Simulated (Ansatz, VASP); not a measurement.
## One calculation of Sr, two programs

INCAR

```
SYSTEM = Sr
ALGO = Normal
EDIFF = 1E-6
EDIFFG = -0.04
ENCUT = 600
GGA = PE
IBRION = 2
ISIF = 3
ISMEAR = 0
LASPH = .True.
LCHARG = .False.
LREAL = .False.
LWAVE = .False.
NELM = 100
NSW = 90
PREC = Accurate
SIGMA = 0.1
```

File KPOINTS:

```
k-points
0
Gamma
  6 6 2
  0 0 0
```

File POSCAR:

```
Sr
1.0
    4.2279515000      0.0000000000      0.0000000000
   -2.1139757500      3.6615134100      0.0000000000
    0.0000000000      0.0000000000     14.6679778800
Sr
4
Direct
    0.0000000000      0.0000000000      0.0267891900
    0.3333333300      0.6666666700      0.2232108100
    0.0000000000      0.0000000000      0.5267891900
    0.6666666700      0.3333333300      0.7232108100
```

Input for Ansatz:

```yaml
crystal:
  lattice:
    - [4.2279515, 0.0, 0.0]
    - [-2.11397575, 3.66151341, 0.0]
    - [0.0, 0.0, 14.66797788]
  atoms:
    - { symbol: Sr, position: [0.0, 0.0, 0.02678919] }
    - { symbol: Sr, position: [0.33333333, 0.66666667, 0.22321081] }
    - { symbol: Sr, position: [0.0, 0.0, 0.52678919] }
    - { symbol: Sr, position: [0.66666667, 0.33333333, 0.72321081] }
basis:
  ecutwfc: 420
kpoints:
  mp_grid: { grid: [6, 6, 2] }
hamiltonian:
  xc: pbe
scf:
  occupations: { method: gaussian, width: 0.1 }
  lower_state_search: "off"
output:
  forces: true
  stress: true
  eigenvalues: true
relax:
  adjacent_minimum: "off"
  f_tol: 0.04
  max_steps: 70
  cell: { stress_tol: 0.4 }
```

Alike in both runs: task relaxation of cell and atoms; functional PBE; k mesh 6 × 6 × 2; occupations gaussian, width 0.1 eV; no spin polarisation.

```csv
,VASP,Ansatz
version,VASP 6.6.1,Ansatz 0.2.0
potentials or method,"VASP PAW PBE potentials, release 64 (Sr_sv), cutoff 600 eV","scalar-relativistic, plane waves, PAW"
valence electrons in the cell,40,40
```

```tsv
	VASP	Ansatz	Ansatz less VASP
gap on the k mesh at the Fermi level, each at its own relaxed structure (eV)	none	none	-
relaxed volume (Å³/atom)	55.41	54.84	-0.575
relaxed length of the cell vector where the two differ most in proportion (Å)	14.193	13.932	-0.2618
```

A gap of «none» marks a metal or a gap that the smearing closes.
